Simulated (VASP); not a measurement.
# GaN (F-43m) in VASP: a series of runs

GaN is run at these levels: PBEsol; tasks: single point, relaxation of cell and atoms.

Program: VASP 6.6.1. These are calculated values, not measurements. Logs are shortened: lines on timing, memory, paths and dates and some standing lists are left out, and cuts for length are marked.

## (1) The cell of the first run

The structure is cubic, space group F-43m (No. 216). The conventional cell has a = 4.498 Å, b = 4.498 Å, c = 4.498 Å, α = 90.00°, β = 90.00°, γ = 90.00°. Within 2.6 Å of Ga (site symmetry -43m) lie 4 N at 1.95 Å. Within 2.6 Å of N (site symmetry -43m) lie 4 Ga at 1.95 Å.

## (2) Single point, PBEsol

Input file INCAR:

```
SYSTEM = GaN
ALGO     = Normal         ! electronic algorithm
EDIFF    = 1E-6           ! SCF threshold, eV
ENCUT    = 520            ! plane-wave cutoff, eV
GGA      = PS             ! functional
ISIF     = 2              ! what is computed and relaxed
ISMEAR   = 0              ! smearing method
LASPH    = .TRUE.         ! aspherical terms in the spheres
LCHARG   = .FALSE.        ! write CHGCAR
LREAL    = .FALSE.        ! projectors in reciprocal space
LWAVE    = .FALSE.        ! write WAVECAR
NBANDS   = 16             ! bands
NELM     = 80             ! most SCF steps
PREC     = Accurate       ! precision mode
SIGMA    = 0.01           ! smearing width, eV
```

Input file KPOINTS:

```
k-points
0
G
  9 9 9
  0 0 0
```

Input file POSCAR:

```
GaN
1.0
    0.0000000000      2.2490168503      2.2490168503
    2.2490168503      0.0000000000      2.2490168503
    2.2490168503      2.2490168503      0.0000000000
Ga N
1 1
Direct
    0.0000000000      0.0000000000      0.0000000000
    0.7500000000      0.7500000000      0.7500000000
```

Potentials or basis: VASP PAW PBE potentials, release 64 (Ga_d, N).

Run with:

```
> cat potpaw_PBE.64/Ga_d/POTCAR potpaw_PBE.64/N/POTCAR > POTCAR
> mpirun -np 1 vasp_std > vasp.out
```

OUTCAR:

```text
SYSTEM = GaN
   EDIFF = 1E-6
   ENCUT = 520
   GGA = PS
   ISIF = 2
   ISMEAR = 0
   LASPH = .TRUE.
   LREAL = .FALSE.
   NELM = 80
   PREC = Accurate

 ion  position               nearest neighbor table
   1  0.000  0.000  0.000-   2 1.95   2 1.95   2 1.95   2 1.95
   2  0.750  0.750  0.750-   1 1.95   1 1.95   1 1.95   1 1.95

  LATTYP: Found a face centered cubic cell.
 ALAT       =     4.4980337006

  Lattice vectors:

 A1 = (   0.0000000000,   2.2490168503,   2.2490168503)
 A2 = (   2.2490168503,   0.0000000000,   2.2490168503)
 A3 = (   2.2490168503,   2.2490168503,   0.0000000000)

Analysis of symmetry for initial positions (statically):
=====================================================================
 Subroutine PRICEL returns:
 Original cell was already a primitive cell.

 Routine SETGRP: Setting up the symmetry group for a
 face centered cubic supercell.

 Subroutine GETGRP returns: Found 24 space group operations
 (whereof 24 operations were pure point group operations)
 out of a pool of 48 trial point group operations.

The static configuration has the point symmetry T_d .

Analysis of symmetry for dynamics (positions and initial velocities):
=====================================================================
 Subroutine PRICEL returns:
 Original cell was already a primitive cell.

 Routine SETGRP: Setting up the symmetry group for a
 face centered cubic supercell.

 Subroutine GETGRP returns: Found 24 space group operations
 (whereof 24 operations were pure point group operations)
 out of a pool of 48 trial point group operations.

The dynamic configuration has the point symmetry T_d .

 Subroutine INISYM returns: Found 24 space group operations
 (whereof 24 operations are pure point group operations),
 and found     1 'primitive' translations

----------------------------------------------------------------------------------------

                                     Primitive cell

  volume of cell :      22.7514

  direct lattice vectors                    reciprocal lattice vectors
     0.000000000  2.249016850  2.249016850    -0.222319366  0.222319366  0.222319366
     2.249016850  0.000000000  2.249016850     0.222319366 -0.222319366  0.222319366
     2.249016850  2.249016850  0.000000000     0.222319366  0.222319366 -0.222319366

  length of vectors
     3.180590132  3.180590132  3.180590132     0.385068437  0.385068437  0.385068437

  position of ions in fractional coordinates (direct lattice)
     0.000000000  0.000000000  0.000000000
     0.750000000  0.750000000  0.750000000

[... 77 lines left out ...]
   LREAL  =      F    real-space projection
   EDIFFG = 0.1E-04   stopping-criterion for IOM
   NSW    =      0    number of steps for IOM
   IBRION =     -1    ionic relax: 0-MD 1-quasi-New 2-CG
   NFREE  =      0    steps in history (QN), initial steepest desc. (CG)
   ISIF   =      2    stress and relaxation
   ISYM   =      2    0-nonsym 1-usesym 2-fastsym
   POTIM  = 0.5000    time-step for ionic-motion
   TEBEG  =    0.0;   TEEND  =   0.0 temperature during run
   PSTRESS=    0.0 pullay stress
   NELECT =      18.0000    total number of electrons
   NUPDOWN=      -1.0000    fix difference up-down
   EMIN   =  10.00;   EMAX   =-10.00  energy-range for DOS
   EFERMI =   0.00;   METHOD = LEGACY
   ISMEAR =     0;   SIGMA  =   0.01  broadening in eV -4-tet -1-fermi 0-gaus
   EFERMI_NEDOS =   21; number of points for ismear=-14 and -15
   IALGO  =     38    algorithm
   IMIX   =      4    mixing-type and parameters
     AMIX     =   0.40;   BMIX     =  1.00
     AMIX_MAG =   1.60;   BMIX_MAG =  1.00
  volume/ion in A,a.u.               =      11.38        76.77
  Fermi-wavevector in a.u.,A,eV,Ry     =   1.514129  2.861289 31.192546  2.292587
  Thomas-Fermi vector in A             =   2.623828
   LORBIT       =      0    0 simple, 1 ext, 2 COOP (PROOUT), +10 PAW based schemes
   GGA     = PS    functional components
   LHFCALC =     F    Hartree Fock is set to
   AEXX    =    0.0000 exact exchange contribution
   IVDW    =     0    specifies the selected vdW correction
   LEPSILON=     F    determine dielectric tensor
   LRPA    =     F    only Hartree local field effects (RPA)
 non-spin polarized calculation
 Gauss-broadening in eV      SIGMA  =   0.01
  energy-cutoff  :      520.00
  volume of cell :       22.75
 maximum number of plane-waves:       624
   NGX = 11   NGY = 11   NGZ = 11

 number of electron      18.0000009 magnetization

 Free energy of the ion-electron system (eV)
  ---------------------------------------------------
  ext. energy  EPLUGINS =         0.00000000
  ---------------------------------------------------
  free energy    TOTEN  =       -13.12238659 eV

  energy without entropy =      -13.12238659  energy(sigma->0) =      -13.12238659

 E-fermi :   5.3613     XC(G=0): -11.9340

 val. band max:        5.2147981754   @ k =   0.0000   0.0000   0.0000
 cond. band min:       6.9359250852   @ k =   0.0000   0.0000   0.0000
 fundamental gap:      1.7211269098
 Fermi energy:         5.3613022281

 k-point     1 :       0.0000    0.0000    0.0000
  band No.  band energies     occupation
      1     -10.7688      2.00000
      2      -8.1937      2.00000
      3      -8.1937      2.00000
      4      -8.1937      2.00000
      5      -7.8625      2.00000
      6      -7.8625      2.00000
[... 433 lines left out ...]
      3      -7.8905      2.00000
      4      -7.8905      2.00000
      5      -7.7857      2.00000
      6      -6.3427      2.00000
[... 8 lines left out ...]
     15      27.1181      0.00000
     16      29.4099      0.00000

 [... further k-points ...]

------------------------ aborting loop because EDIFF is reached ----------------------------------------

  FORCE on cell =-STRESS in cart. coord.  units (eV):
  Direction    XX          YY          ZZ          XY          YZ          ZX
  --------------------------------------------------------------------------------------
  -------------------------------------------------------------------------------------
  Total       -0.0292013     -0.0292013     -0.0292013      0.0000000      0.0000000      0.0000000
  in kB       -2.0563859     -2.0563859     -2.0563859      0.0000000      0.0000000      0.0000000
  external PRESSURE =      -2.0563859 kB  Pullay stress =       0.0000000 kB

 VOLUME and BASIS-vectors are now :
 -----------------------------------------------------------------------------
  energy-cutoff  :      520.00
  volume of cell :       22.75
      direct lattice vectors                 reciprocal lattice vectors
     0.000000000  2.249016850  2.249016850    -0.222319366  0.222319366  0.222319366
     2.249016850  0.000000000  2.249016850     0.222319366 -0.222319366  0.222319366
     2.249016850  2.249016850  0.000000000     0.222319366  0.222319366 -0.222319366

 POSITION                                       TOTAL-FORCE (eV/Angst)
 -----------------------------------------------------------------------------------
      0.00000      0.00000      0.00000        -0.000000     -0.000000     -0.000000
      3.37353      3.37353      3.37353         0.000000      0.000000      0.000000
 -----------------------------------------------------------------------------------
    total drift:                               -0.000001     -0.000001     -0.000001

  FREE ENERGIE OF THE ION-ELECTRON SYSTEM (eV)
  ---------------------------------------------------
  free  energy   TOTEN  =       -13.1223865926 eV

  energy  without entropy=      -13.1223865926  energy(sigma->0) =      -13.12238659
```

stdout:

```text
POSCAR found type information on POSCAR GaN
 POSCAR found :  2 types and       2 ions
 scaLAPACK will be used
 -----------------------------------------------------------------------------
|                                                                             |
|                                                                             |
|     You enforced a specific xc type in the INCAR file but a different       |
|     I HOPE YOU KNOW WHAT YOU ARE DOING!                                     |
|                                                                             |
 -----------------------------------------------------------------------------

 LDA part: xc-table for (Slater+PW92), standard interpolation
 POSCAR, INCAR and KPOINTS ok, starting setup
 FFT: planning ... GRIDC
 FFT: planning ... GRID_SOFT
 FFT: planning ... GRID
 WAVECAR not read
 entering main loop
```

It took 8.1 s on 1 thread of Intel Xeon Platinum 8259CL at 2.50GHz (Skylake/Cascade Lake), shared host; peak memory 0.14 GiB.

Results:

- Free energy: -13.1224 eV
- Pressure: -0.2 GPa
- Band gap on the k mesh: 1.72 eV

Levels at points of the mesh, in eV from the valence-band top:
```csv
k point,band 5,band 6,band 7,band 8,band 9,band 10,band 11,band 12,band 13,band 14
"(0.00, 0.00, 0.00)",-13.08,-13.08,0.00,0.00,0.00,1.72,10.24,10.24,10.24,17.46
```

Caveat: the PAW data sets were made with another functional, which shifts forces and pressure a little.

## (3) Relaxation of cell and atoms, PBEsol

This run uses another cell than the first one, of 11.44 Å³/atom.

Input file INCAR:

```
PREC = Accurate
ENCUT = 600
EDIFF = 1E-6
ISMEAR = 0
SIGMA = 0.01
LREAL = F
LASPH = T
NELM = 80
ALGO = Normal
ISIF = 3
LWAVE = F
LCHARG = F
GGA = PS
IBRION = 2
NSW = 80
EDIFFG = -0.01
```

Input file KPOINTS:

```
Automatic mesh
0
Gamma
  9 9 9
```

Input file POSCAR:

```
GaN
1.0
    0.0000000000      2.2535006100      2.2535006100
    2.2535006100      0.0000000000      2.2535006100
    2.2535006100      2.2535006100      0.0000000000
Ga N
1 1
Direct
    0.0000000000      0.0000000000      0.0000000000
    0.7500000000      0.7500000000      0.7500000000
```

Potentials or basis: VASP PAW PBE potentials, release 64 (Ga_d, N).

Run with:

```
> cat potpaw_PBE.64/Ga_d/POTCAR potpaw_PBE.64/N/POTCAR > POTCAR
> mpirun -np 1 vasp_std > vasp.out
```

It took 36 s on 1 thread of Intel Xeon Platinum 8259CL at 2.50GHz (Skylake/Cascade Lake), shared host; peak memory 0.17 GiB.

It converged, with:

```
Free energy                           : -13.1244 eV
Relaxed volume                        : 11.35 Å³/atom
Relaxed cell                          : a = 3.178 Å, b = 3.178 Å, c = 3.178 Å, α = 60.00°, β = 60.00°, γ = 60.00°
Space group after relaxing (to 0.1 Å) : F-43m (No. 216)
Energy gained by relaxing             : 0.4 meV/atom
Ionic steps                           : 5
Pressure after relaxing               : 0.1 GPa
Band gap on the k mesh                : 1.74 eV
```

Step by step:
| step | energy change (eV) | largest force (eV/Å) | pressure (GPa) | volume (Å³) |
| --- | --- | --- | --- | --- |
| 1 | 0.0000 | 0.0000 | -1.51 | 22.89 |
| 2 | -0.0001 | 0.0000 | 1.77 | 22.53 |
| 3 | -0.0008 | 0.0000 | -0.16 | 22.70 |
| 4 | -0.0008 | 0.0000 | 0.19 | 22.68 |
| 5 | -0.0008 | 0.0000 | 0.09 | 22.69 |

Final structure:
```cif
data_structure
_symmetry_space_group_name_H-M 'P 1'
_symmetry_Int_Tables_number 1
_cell_length_a 3.1778
_cell_length_b 3.1778
_cell_length_c 3.1778
_cell_angle_alpha 60.000
_cell_angle_beta 60.000
_cell_angle_gamma 60.000
_cell_volume 22.69
loop_
_atom_site_label
_atom_site_type_symbol
_atom_site_fract_x
_atom_site_fract_y
_atom_site_fract_z
_atom_site_occupancy
Ga1 Ga 0.00000 0.00000 0.00000 1
N1 N 0.75000 0.75000 0.75000 1
```

Levels at points of the mesh, in eV from the valence-band top:
```
           k point  band 6  band 7  band 8  band 9  band 10  band 11  band 12  band 13
(0.00, 0.00, 0.00)  -13.08    0.00    0.00    0.00     1.74    10.26    10.26    10.26
```

Caveat: the PAW data sets were made with another functional, which shifts forces and pressure a little.
